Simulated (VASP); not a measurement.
# ZnInCl4 (P4/mmm) in VASP: further runs, part 2 of 2

VASP 6.6.1. Earlier steps stand in the parts before.

### Step 3. Single point, PBE

This run uses another cell than the first one, of 23.66 Å³/atom, 1.117 times its volume.

INCAR reads:

```
SYSTEM = ZnInCl4
  PREC = Accurate
  ENCUT = 520
  EDIFF = 1E-6
  ISMEAR = 0
  SIGMA = 0.1
  LREAL = .False.
  LASPH = .True.
  NELM = 100
  ALGO = Normal
  ISIF = 2
  LWAVE = .False.
  LCHARG = .False.
  GGA = PE
  NBANDS = 36
```

KPOINTS reads:

```
Automatic mesh
0
Gamma
  4 4 4
  0 0 0
```

POSCAR reads:

```
ZnInCl4
1.0
    4.6107183665      0.0000000000      0.0000000000
    0.0000000000      4.6107183665      0.0000000000
    0.0000000000      0.0000000000      6.6769197616
Zn In Cl
1 1 4
Direct
    0.5000000000      0.5000000000      0.5000000000
    0.0000000000      0.0000000000      0.0000000000
    0.5000000000      0.0000000000      0.2668537324
    0.0000000000      0.5000000000      0.7331462676
    0.5000000000      0.0000000000      0.7331462676
    0.0000000000      0.5000000000      0.2668537324
```

Potentials or basis: VASP PAW PBE potentials, release 64 (Zn, In_d, Cl).

Started as:

```bash
> cat potpaw_PBE.64/Zn/POTCAR potpaw_PBE.64/In_d/POTCAR potpaw_PBE.64/Cl/POTCAR > POTCAR
> mpirun -np 1 vasp_std > vasp.out
```

OUTCAR:

```text
SYSTEM = ZnInCl4
   PREC = Accurate
   ENCUT = 520
   EDIFF = 1E-6
   ISMEAR = 0
   LREAL = .False.
   LASPH = .True.
   NELM = 100
   ISIF = 2
   GGA = PE

 ion  position               nearest neighbor table
   1  0.500  0.500  0.500-   3 2.78   4 2.78   5 2.78   6 2.78   3 2.78   5 2.78   4 2.78   6 2.78

   2  0.000  0.000  0.000-   3 2.91   4 2.91   5 2.91   6 2.91   4 2.91   6 2.91   3 2.91   5 2.91

   3  0.500  0.000  0.267-   1 2.78   1 2.78   2 2.91   2 2.91
   4  0.000  0.500  0.733-   1 2.78   1 2.78   2 2.91   2 2.91
   5  0.500  0.000  0.733-   1 2.78   1 2.78   2 2.91   2 2.91
   6  0.000  0.500  0.267-   1 2.78   1 2.78   2 2.91   2 2.91

  LATTYP: Found a simple tetragonal cell.
 ALAT       =     4.6107183665
 C/A-ratio  =     1.4481300376

  Lattice vectors:

 A1 = (   4.6107183665,   0.0000000000,   0.0000000000)
 A2 = (   0.0000000000,   4.6107183665,   0.0000000000)
 A3 = (   0.0000000000,   0.0000000000,   6.6769197616)

Analysis of symmetry for initial positions (statically):
=====================================================================
 Subroutine PRICEL returns:
 Original cell was already a primitive cell.

 Routine SETGRP: Setting up the symmetry group for a
 simple tetragonal supercell.

 Subroutine GETGRP returns: Found 16 space group operations
 (whereof 16 operations were pure point group operations)
 out of a pool of 16 trial point group operations.

The static configuration has the point symmetry D_4h.

Analysis of symmetry for dynamics (positions and initial velocities):
=====================================================================
 Subroutine PRICEL returns:
 Original cell was already a primitive cell.

 Routine SETGRP: Setting up the symmetry group for a
 simple tetragonal supercell.

 Subroutine GETGRP returns: Found 16 space group operations
[... 124 lines left out ...]
     AMIX_MAG =   1.60;   BMIX_MAG =  1.00
  volume/ion in A,a.u.               =      23.66       159.65
  Fermi-wavevector in a.u.,A,eV,Ry     =   1.178860  2.227723 18.908174  1.389712
  Thomas-Fermi vector in A             =   2.315182
   LORBIT       =      0    0 simple, 1 ext, 2 COOP (PROOUT), +10 PAW based schemes
   GGA     = PE    functional components
   LHFCALC =     F    Hartree Fock is set to
   AEXX    =    0.0000 exact exchange contribution
   IVDW    =     0    specifies the selected vdW correction
   LEPSILON=     F    determine dielectric tensor
   LRPA    =     F    only Hartree local field effects (RPA)
 non-spin polarized calculation
 Gauss-broadening in eV      SIGMA  =   0.10
  energy-cutoff  :      520.00
  volume of cell :      141.94
 maximum number of plane-waves:      3845
 NGX is ok and might be reduce to    36
   NGX = 17   NGY = 17   NGZ = 25

 number of electron      53.0000007 magnetization

 Free energy of the ion-electron system (eV)
  ---------------------------------------------------
  ext. energy  EPLUGINS =         0.00000000
  ---------------------------------------------------
  free energy    TOTEN  =       -14.97018765 eV

  energy without entropy =      -14.94761467  energy(sigma->0) =      -14.95890116

 E-fermi :   3.1737     XC(G=0):  -9.0325

 val. band max:        3.1564962599   @ k =   0.2500   0.2500   0.2500
 cond. band min:       3.1803268059   @ k =   0.5000   0.2500   0.2500
 fundamental gap:      0.0238305459
 Fermi energy:         3.1737305163

 k-point     1 :       0.0000    0.0000    0.0000
  band No.  band energies     occupation
      1     -12.7703      2.00000
      2     -12.1694      2.00000
      3     -11.8965      2.00000
      4     -11.2124      2.00000
      5     -11.1277      2.00000
      6     -11.1277      2.00000
[... 691 lines left out ...]
     35      11.1506      0.00000
     36      11.3361      0.00000

------------------------ aborting loop because EDIFF is reached ----------------------------------------

  FORCE on cell =-STRESS in cart. coord.  units (eV):
  Direction    XX          YY          ZZ          XY          YZ          ZX
  --------------------------------------------------------------------------------------
  -------------------------------------------------------------------------------------
  Total        0.0192202      0.0192202     -0.0049362      0.0000000      0.0000000      0.0000000
  in kB        0.2169473      0.2169473     -0.0557176      0.0000000      0.0000000      0.0000000
  external PRESSURE =       0.1260590 kB  Pullay stress =       0.0000000 kB

 VOLUME and BASIS-vectors are now :
 -----------------------------------------------------------------------------
  energy-cutoff  :      520.00
  volume of cell :      141.94
      direct lattice vectors                 reciprocal lattice vectors
     4.610718367  0.000000000  0.000000000     0.216885943  0.000000000  0.000000000
     0.000000000  4.610718367  0.000000000     0.000000000  0.216885943  0.000000000
     0.000000000  0.000000000  6.676919762     0.000000000  0.000000000  0.149769660

 POSITION                                       TOTAL-FORCE (eV/Angst)
 -----------------------------------------------------------------------------------
      2.30536      2.30536      3.33846        -0.000000     -0.000000      0.000000
      0.00000      0.00000      0.00000        -0.000000     -0.000000      0.000000
      2.30536      0.00000      1.78176        -0.000000      0.000000     -0.000746
      0.00000      2.30536      4.89516         0.000000      0.000000      0.000746
      2.30536      0.00000      4.89516        -0.000000      0.000000      0.000746
      0.00000      2.30536      1.78176         0.000000     -0.000000     -0.000746
 -----------------------------------------------------------------------------------
    total drift:                                0.000000      0.000000      0.000000

  FREE ENERGIE OF THE ION-ELECTRON SYSTEM (eV)
  ---------------------------------------------------
  free  energy   TOTEN  =       -14.9701876516 eV

  energy  without entropy=      -14.9476146676  energy(sigma->0) =      -14.95890116
```

OSZICAR:

```text
N       E                     dE             d eps       ncg     rms          rms(c)
DAV:   1     0.519361752105E+03    0.51936E+03   -0.23224E+04  1296   0.156E+03
DAV:   2     0.626349804466E+02   -0.45673E+03   -0.43409E+03  1412   0.392E+02
DAV:   3    -0.122710179232E+02   -0.74906E+02   -0.72700E+02  1512   0.158E+02
DAV:   4    -0.162702129786E+02   -0.39992E+01   -0.39656E+01  1576   0.384E+01
DAV:   5    -0.164225866762E+02   -0.15237E+00   -0.15227E+00  1908   0.787E+00    0.915E+00
DAV:   6    -0.150483378691E+02    0.13742E+01   -0.17119E+00  1928   0.356E+01    0.603E+00
DAV:   7    -0.149799795986E+02    0.68358E-01   -0.13147E+00  1680   0.706E+00    0.268E+00
DAV:   8    -0.149722110003E+02    0.77686E-02   -0.19226E-01  1748   0.509E+00    0.741E-01
DAV:   9    -0.149695844767E+02    0.26265E-02   -0.27173E-02  1752   0.274E+00    0.150E-01
DAV:  10    -0.149699191578E+02   -0.33468E-03   -0.50065E-03  1620   0.564E-01    0.942E-02
DAV:  11    -0.149701403087E+02   -0.22115E-03   -0.67573E-04  1784   0.305E-01    0.405E-02
DAV:  12    -0.149701796587E+02   -0.39350E-04   -0.30157E-04  1660   0.186E-01    0.187E-02
DAV:  13    -0.149701874330E+02   -0.77743E-05   -0.34328E-05  1552   0.748E-02    0.636E-03
DAV:  14    -0.149701876516E+02   -0.21858E-06   -0.87644E-06  1300   0.340E-02
   1 F= -.14970188E+02 E0= -.14958901E+02  d E =-.225730E-01
```

Wall time 2.3 min (1 thread of Oxide Virtual Turin-like, shared host); peak memory 0.24 GiB.

Results:

* Free energy: -14.9702 eV
* Pressure: 0.0 GPa

Caveat: spin-orbit coupling is left out, which moves the levels of the heavy elements; an odd number of electrons without spin polarisation forces a metal; a magnetic or distorted state may lie lower.

### Step 4. Single point, PBE

This run uses another cell than the first one, of 23.66 Å³/atom, 1.117 times its volume.

INCAR reads:

```
ALGO = Normal ; EDIFF = 1E-6
ENCUT = 520 ; GGA = PE
ISIF = 2 ; ISMEAR = 0
LASPH = T ; LCHARG = F
LREAL = F ; LWAVE = F
NBANDS = 36 ; NELM = 100
PREC = Accurate ; SIGMA = 0.1
```

KPOINTS reads:

```
k-points
0
Gamma
  8 8 6
```

POSCAR is that of step 3.

Started as:

```bash
> cat potpaw_PBE.64/Zn/POTCAR potpaw_PBE.64/In_d/POTCAR potpaw_PBE.64/Cl/POTCAR > POTCAR
> mpirun -np 1 vasp_std > vasp.out
```

Wall time 9 min (1 thread of Oxide Virtual Turin-like, shared host); peak memory 0.39 GiB.

It converged, with:

```yaml
Free_energy: -14.9839 eV
Pressure: 0.0 GPa
```

Levels at points of the mesh, in eV from the Fermi level:
```tsv
k point	band 24	band 25	band 26	band 27	band 28	band 29	band 30	band 31
(0.00, 0.00, 0.00)	-1.77	-1.77	-1.68	-1.62	0.43	3.59	3.59	3.64
(0.50, 0.00, 0.00)	-2.86	-2.01	-2.01	0.08	1.46	4.26	4.66	5.57
(0.50, 0.50, 0.00)	-1.75	-1.56	-1.55	-0.59	0.92	3.92	3.92	6.40
(0.00, 0.00, 0.50)	-2.15	-1.98	-1.98	-0.14	0.37	3.21	3.68	4.73
(0.50, 0.00, 0.50)	-3.21	-2.99	-2.91	0.59	1.66	4.95	5.09	5.31
(0.50, 0.50, 0.50)	-1.68	-1.64	-1.58	-0.05	1.37	5.11	5.18	5.18
```

Caveat: spin-orbit coupling is left out, which moves the levels of the heavy elements; an odd number of electrons without spin polarisation forces a metal; a magnetic or distorted state may lie lower.

### Step 5. Relaxation of cell and atoms, PBE

INCAR reads:

```
SYSTEM = ZnInCl4
ALGO = Normal ; EDIFF = 1E-7
EDIFFG = -0.04 ; ENCUT = 600
GGA = PE ; IBRION = 2
ISIF = 3 ; ISMEAR = 0
LASPH = .True. ; LCHARG = .False.
LREAL = .False. ; LWAVE = .False.
NELM = 100 ; NSW = 90
PREC = Accurate ; SIGMA = 0.1
```

KPOINTS reads:

```
k-points
0
Gamma
  4 4 4
  0 0 0
```

POSCAR reads:

```
ZnInCl4
1.0
    4.4783734700      0.0000000000      0.0000000000
    0.0000000000      4.4783734700      0.0000000000
    0.0000000000      0.0000000000      6.3333765000
Zn In Cl
1 1 4
Direct
    0.5000000000      0.5000000000      0.5000000000
    0.0000000000      0.0000000000      0.0000000000
    0.5000000000      0.0000000000      0.2500000000
    0.0000000000      0.5000000000      0.7500000000
    0.5000000000      0.0000000000      0.7500000000
    0.0000000000      0.5000000000      0.2500000000
```

Started as:

```bash
> cat potpaw_PBE.64/Zn/POTCAR potpaw_PBE.64/In_d/POTCAR potpaw_PBE.64/Cl/POTCAR > POTCAR
> mpirun -np 1 vasp_std > vasp.out
```

Run time: 14 min. Hardware: 1 thread of Oxide Virtual Turin-like, shared host; peak memory 0.27 GiB.

It converged, with:

```
Free energy                            : -14.9677 eV
Relaxed volume                         : 23.61 Å³/atom
Relaxed cell                           : a = 4.613 Å, b = 4.613 Å, c = 6.659 Å, α = 90.00°, β = 90.00°, γ = 90.00°
Space group after relaxing (to 0.05 Å) : P4/mmm (No. 123)
Energy gained by relaxing              : 71.6 meV/atom
Ionic steps                            : 6
Pressure after relaxing                : 0.1 GPa
Largest force after relaxing           : 0.005 eV/Å
```

Forces on the atoms (eV/Å):
```
Zn   0.000  0.000  0.000
In   0.000  0.000  0.000
Cl   0.000  0.000 -0.005
Cl   0.000  0.000  0.005
Cl   0.000  0.000  0.005
Cl   0.000  0.000 -0.005
```

Stress tensor (GPa, compression positive):
```
0.03 0.00 0.00
0.00 0.03 0.00
0.00 0.00 0.25
```

The path:
| step | energy change (eV) | largest force (eV/Å) | pressure (GPa) | volume (Å³) |
| --- | --- | --- | --- | --- |
| 1 | 0.0000 | 0.7091 | 6.70 | 127.02 |
| 2 | -0.3711 | 0.3409 | -0.33 | 144.01 |
| 3 | -0.3712 | 0.3369 | -0.40 | 144.24 |
| 4 | -0.3953 | 0.2592 | -0.30 | 143.64 |
| 5 | -0.4282 | 0.0489 | 0.01 | 142.08 |
| 6 | -0.4295 | 0.0053 | 0.11 | 141.69 |

Final structure:
```
Zn In Cl
1.0
     4.61270    0.00000    0.00000
     0.00000    4.61270    0.00000
     0.00000    0.00000    6.65927
Zn In Cl
1 1 4
Direct
  0.50000 0.50000 0.50000
  0.00000 0.00000 0.00000
  0.50000 0.00000 0.26673
  0.00000 0.50000 0.73327
  0.50000 0.00000 0.73327
  0.00000 0.50000 0.26673
```

Levels at points of the mesh, in eV from the Fermi level:
```tsv
k point	band 24	band 25	band 26	band 27	band 28	band 29	band 30	band 31
(0.00, 0.00, 0.00)	-1.80	-1.80	-1.69	-1.63	0.40	3.57	3.57	3.62
(0.50, 0.00, 0.00)	-2.88	-2.02	-2.01	0.08	1.44	4.27	4.65	5.64
(0.50, 0.50, 0.00)	-1.78	-1.59	-1.58	-0.59	0.90	3.92	3.92	6.41
(0.00, 0.00, 0.50)	-2.17	-2.01	-2.01	-0.15	0.35	3.18	3.66	4.73
(0.50, 0.00, 0.50)	-3.23	-3.01	-2.93	0.59	1.65	4.96	5.09	5.30
(0.50, 0.50, 0.50)	-1.70	-1.67	-1.60	-0.04	1.37	5.11	5.19	5.19
```

Caveat: spin-orbit coupling is left out, which moves the levels of the heavy elements; an odd number of electrons without spin polarisation forces a metal; a magnetic or distorted state may lie lower.

### Step 6. Summary

```csv
task,cell,k mesh,cutoff (eV),gap on the mesh (eV),pressure (GPa),largest force (eV/Å)
single point,"a = 4.478, b = 4.478, c = 6.333 Å, 6 atoms",4 × 4 × 4,520,none,6.7,0.71
single point,"a = 4.611, b = 4.611, c = 6.677 Å, 6 atoms",4 × 4 × 4,520,none,0.0,-
single point,"a = 4.611, b = 4.611, c = 6.677 Å, 6 atoms",8 × 8 × 6,520,none,0.0,-
relaxation of cell and atoms,"relaxed from a = 4.478, b = 4.478, c = 6.333 Å, 6 atoms",4 × 4 × 4,600,none,0.1,0.01
```

Alike in all rows: level PBE; potentials or basis VASP PAW PBE potentials, release 64 (Zn, In_d, Cl); no spin polarisation; smearing gaussian 0.1 eV.

Caveats: spin-orbit coupling is left out, which moves the levels of the heavy elements; an odd number of electrons without spin polarisation forces a metal; a magnetic or distorted state may lie lower.

Total energies depend on the potentials used, so only differences within one code and one set of settings carry meaning.
